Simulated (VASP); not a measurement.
# B5Pt (P6/mmm) in VASP: further runs, part 2 of 2

VASP 6.6.1.

### Step 3. Single point, PBE

This run uses another cell than the first one, of 10.99 Å³/atom.

Input file INCAR:

```
SYSTEM = B5Pt
ALGO     = Normal         ! electronic algorithm
EDIFF    = 1E-6           ! SCF threshold, eV
ENCUT    = 570            ! plane-wave cutoff, eV
GGA      = PE             ! functional
GGA_COMPAT= .False.      
ISIF     = 2              ! what is computed and relaxed
ISMEAR   = 0              ! smearing method
LASPH    = .True.         ! aspherical terms in the spheres
LCHARG   = .False.        ! write CHGCAR
LREAL    = .False.        ! projectors in reciprocal space
LWAVE    = .False.        ! write WAVECAR
NBANDS   = 26             ! bands
NELM     = 120            ! most SCF steps
PREC     = Accurate       ! precision mode
SIGMA    = 0.1            ! smearing width, eV
```

Input file KPOINTS:

```
k-points
0
Gamma
  3 3 8
  0 0 0
```

Input file POSCAR:

```
B5Pt
1.0
    5.6649731394      0.0000000000      0.0000000000
   -2.8324865697      4.9060106504      0.0000000000
    0.0000000000      0.0000000000      2.3733545749
B Pt
5 1
Direct
    0.3333333333      0.6666666667      0.5000000000
    0.6666666667      0.3333333333      0.5000000000
    0.5000000000      0.0000000000      0.5000000000
    0.0000000000      0.5000000000      0.5000000000
    0.5000000000      0.5000000000      0.5000000000
    0.0000000000      0.0000000000      0.0000000000
```

Potentials or basis: VASP PAW PBE potentials, release 64 (B, Pt_sv_GW).

Started as:

```console
cat potpaw_PBE.64/B/POTCAR potpaw_PBE.64/Pt_sv_GW/POTCAR > POTCAR
mpirun -np 1 vasp_std > vasp.out
```

OUTCAR:

```text
SYSTEM = B5Pt
   EDIFF = 1E-6
   ENCUT = 570
   GGA = PE
   ISIF = 2
   ISMEAR = 0
   LASPH = .True.
   LREAL = .False.
   NELM = 120
   PREC = Accurate

 ion  position               nearest neighbor table
   1  0.333  0.667  0.500-   3 1.64   4 1.64   5 1.64
   2  0.667  0.333  0.500-   3 1.64   4 1.64   5 1.64
   3  0.500  0.000  0.500-   1 1.64   2 1.64
   4  0.000  0.500  0.500-   1 1.64   2 1.64
   5  0.500  0.500  0.500-   1 1.64   2 1.64
   6  0.000  0.000  0.000-

  LATTYP: Found a hexagonal cell.
 ALAT       =     5.6649731394
 C/A-ratio  =     0.4189524851

  Lattice vectors:

 A1 = (   5.6649731394,   0.0000000000,   0.0000000000)
 A2 = (  -2.8324865697,   4.9060106504,   0.0000000000)
 A3 = (   0.0000000000,   0.0000000000,   2.3733545749)

Analysis of symmetry for initial positions (statically):
=====================================================================
 Subroutine PRICEL returns:
 Original cell was already a primitive cell.

 Routine SETGRP: Setting up the symmetry group for a
 hexagonal supercell.

 Subroutine GETGRP returns: Found 24 space group operations
 (whereof 24 operations were pure point group operations)
 out of a pool of 24 trial point group operations.

The static configuration has the point symmetry D_6h.

Analysis of symmetry for dynamics (positions and initial velocities):
=====================================================================
 Subroutine PRICEL returns:
 Original cell was already a primitive cell.

 Routine SETGRP: Setting up the symmetry group for a
 hexagonal supercell.

 Subroutine GETGRP returns: Found 24 space group operations
 (whereof 24 operations were pure point group operations)
 out of a pool of 24 trial point group operations.

The dynamic configuration has the point symmetry D_6h.

 Subroutine INISYM returns: Found 24 space group operations
 (whereof 24 operations are pure point group operations),
 and found     1 'primitive' translations

----------------------------------------------------------------------------------------

                                     Primitive cell

  volume of cell :      65.9613

  direct lattice vectors                    reciprocal lattice vectors
     5.664973139  0.000000000  0.000000000     0.176523344  0.101915800  0.000000000
    -2.832486570  4.906010650  0.000000000     0.000000000  0.203831600  0.000000000
     0.000000000  0.000000000  2.373354575     0.000000000  0.000000000  0.421344544

  length of vectors
     5.664973139  5.664973139  2.373354575     0.203831600  0.203831600  0.421344544

  position of ions in fractional coordinates (direct lattice)
     0.333333333  0.666666667  0.500000000
     0.666666667  0.333333333  0.500000000
     0.500000000  0.000000000  0.500000000
     1.000000000  0.500000000  0.500000000
     0.500000000  0.500000000  0.500000000
     0.000000000  0.000000000  0.000000000

  ion indices of the primitive-cell ions
   primitive index   ion index
                 1           1
                 2           2
                 3           3
                 4           4
                 5           5
                 6           6

[... 34 lines left out ...]
  0.000000  0.000000  0.250000      2.000000
  0.333333 -0.000000  0.250000     12.000000
  0.333333  0.333333  0.250000      4.000000
  0.000000  0.000000  0.375000      2.000000
  0.333333 -0.000000  0.375000     12.000000
  0.333333  0.333333  0.375000      4.000000
  0.000000  0.000000  0.500000      1.000000
  0.333333 -0.000000  0.500000      6.000000
  0.333333  0.333333  0.500000      2.000000
   k-points           NKPTS =     15   k-points in BZ     NKDIM =     15   number of bands    NBANDS=     26
   number of dos      NEDOS =    301   number of ions     NIONS =      6
   total plane-waves  NPLWV =  41472
   dimension x,y,z NGX =    48 NGY =   48 NGZ =   18
   dimension x,y,z NGXF=    96 NGYF=   96 NGZF=   36
   ions per type =               5   1
   NGX,Y,Z   is equivalent  to a cutoff of  14.09, 14.09, 12.61 a.u.
   NGXF,Y,Z  is equivalent  to a cutoff of  28.17, 28.17, 25.22 a.u.
 SYSTEM =  B5Pt
   PREC   = accura    normal or accurate (medium, high low for compatibility)
   ISTART =      0    job   : 0-new  1-cont  2-samecut
   ICHARG =      2    charge: 1-file 2-atom 10-const
   ISPIN  =      1    spin polarized calculation?
   LNONCOLLINEAR =      F non collinear calculations
   LSORBIT =      F    spin-orbit coupling
   LASPH  =      T    aspherical Exc in radial PAW
   ENCUT  =  570.0 eV  41.89 Ry    6.47 a.u.  11.03 11.03  4.62*2*pi/ulx,y,z
   NELM   =    120;   NELMIN=  2; NELMDL= -5     # of ELM steps
   EDIFF  = 0.1E-05   stopping-criterion for ELM
   LREAL  =      F    real-space projection
   EDIFFG = 0.1E-04   stopping-criterion for IOM
   NSW    =      0    number of steps for IOM
   IBRION =     -1    ionic relax: 0-MD 1-quasi-New 2-CG
   NFREE  =      0    steps in history (QN), initial steepest desc. (CG)
   ISIF   =      2    stress and relaxation
   ISYM   =      2    0-nonsym 1-usesym 2-fastsym
   POTIM  = 0.5000    time-step for ionic-motion
   TEBEG  =    0.0;   TEEND  =   0.0 temperature during run
   PSTRESS=    0.0 pullay stress
   NELECT =      33.0000    total number of electrons
   NUPDOWN=      -1.0000    fix difference up-down
   EMIN   =  10.00;   EMAX   =-10.00  energy-range for DOS
   EFERMI =   0.00;   METHOD = LEGACY
   ISMEAR =     0;   SIGMA  =   0.10  broadening in eV -4-tet -1-fermi 0-gaus
   EFERMI_NEDOS =   21; number of points for ismear=-14 and -15
   IALGO  =     38    algorithm
   IMIX   =      4    mixing-type and parameters
     AMIX     =   0.40;   BMIX     =  1.00
     AMIX_MAG =   1.60;   BMIX_MAG =  1.00
  volume/ion in A,a.u.               =      10.99        74.19
  Fermi-wavevector in a.u.,A,eV,Ry     =   1.299620  2.455926 22.980416  1.689013
  Thomas-Fermi vector in A             =   2.430872
   LORBIT       =      0    0 simple, 1 ext, 2 COOP (PROOUT), +10 PAW based schemes
   GGA     = PE    functional components
   LHFCALC =     F    Hartree Fock is set to
   AEXX    =    0.0000 exact exchange contribution
   IVDW    =     0    specifies the selected vdW correction
   LEPSILON=     F    determine dielectric tensor
   LRPA    =     F    only Hartree local field effects (RPA)
 non-spin polarized calculation
 Gauss-broadening in eV      SIGMA  =   0.10
  energy-cutoff  :      570.00
  volume of cell :       65.96
 maximum number of plane-waves:      2067
 NGX is ok and might be reduce to    48
   NGX = 23   NGY = 23   NGZ =  9

 number of electron      33.0000001 magnetization

 Free energy of the ion-electron system (eV)
  ---------------------------------------------------
  ext. energy  EPLUGINS =         0.00000000
  ---------------------------------------------------
  free energy    TOTEN  =       -33.32760755 eV

  energy without entropy =      -33.31208486  energy(sigma->0) =      -33.31984620

 E-fermi :   4.9172     XC(G=0): -11.1764

 val. band max:        4.7973643598   @ k =   0.0000   0.0000   0.5000
 cond. band min:       4.9263977042   @ k =   0.3333  -0.0000   0.2500
 fundamental gap:      0.1290333444
 Fermi energy:         4.9172063201

 k-point     1 :       0.0000    0.0000    0.0000
  band No.  band energies     occupation
      1     -93.3500      2.00000
      2     -47.3321      2.00000
      3     -47.3004      2.00000
      4     -47.3004      2.00000
      5      -7.5599      2.00000
      6      -4.4446      2.00000
[... 424 lines left out ...]
     25      12.6561      0.00000
     26      14.9237      0.00000

------------------------ aborting loop because EDIFF is reached ----------------------------------------

  FORCE on cell =-STRESS in cart. coord.  units (eV):
  Direction    XX          YY          ZZ          XY          YZ          ZX
  --------------------------------------------------------------------------------------
  -------------------------------------------------------------------------------------
  Total       -0.2282135     -0.2282135     -0.0279004      0.0000000      0.0000000      0.0000000
  in kB       -5.5432299     -5.5432299     -0.6776908      0.0000000      0.0000000      0.0000000
  external PRESSURE =      -3.9213835 kB  Pullay stress =       0.0000000 kB

 VOLUME and BASIS-vectors are now :
 -----------------------------------------------------------------------------
  energy-cutoff  :      570.00
  volume of cell :       65.96
      direct lattice vectors                 reciprocal lattice vectors
     5.664973139  0.000000000  0.000000000     0.176523344  0.101915800  0.000000000
    -2.832486570  4.906010650  0.000000000     0.000000000  0.203831600  0.000000000
     0.000000000  0.000000000  2.373354575     0.000000000  0.000000000  0.421344544

 POSITION                                       TOTAL-FORCE (eV/Angst)
 -----------------------------------------------------------------------------------
     -0.00000      3.27067      1.18668         0.000000     -0.000000     -0.000000
      2.83249      1.63534      1.18668        -0.000000      0.000000      0.000000
      2.83249      0.00000      1.18668         0.000000      0.000000     -0.000000
     -1.41624      2.45301      1.18668        -0.000000      0.000000     -0.000000
      1.41624      2.45301      1.18668        -0.000000      0.000000     -0.000000
      0.00000      0.00000      0.00000         0.000000      0.000000     -0.000000
 -----------------------------------------------------------------------------------
    total drift:                                0.000000     -0.000000     -0.000000

  FREE ENERGIE OF THE ION-ELECTRON SYSTEM (eV)
  ---------------------------------------------------
  free  energy   TOTEN  =       -33.3276075521 eV

  energy  without entropy=      -33.3120848562  energy(sigma->0) =      -33.31984620
```

Wall time 36 s (1 thread of Intel Xeon Platinum 8259CL at 2.50GHz (Skylake/Cascade Lake), shared host); peak memory 0.2 GiB.

What came out:

```
Free energy            : -33.3276 eV
Pressure               : -0.4 GPa
Band gap on the k mesh : zero (an odd number of electrons rules out a gap without spin polarisation)
```

Stress tensor (GPa, compression positive):
```
-0.55  0.00  0.00
 0.00 -0.55  0.00
 0.00  0.00 -0.07
```

Caveat: the k points lie up to 0.43 Å⁻¹ apart, too coarse for converged energies and pressures of a metal; spin-orbit coupling is left out, which moves the levels of the heavy elements; an odd number of electrons without spin polarisation forces a metal; a magnetic or distorted state may lie lower.

The gap in the log of VASP goes by the Fermi energy; the results here count the filled bands.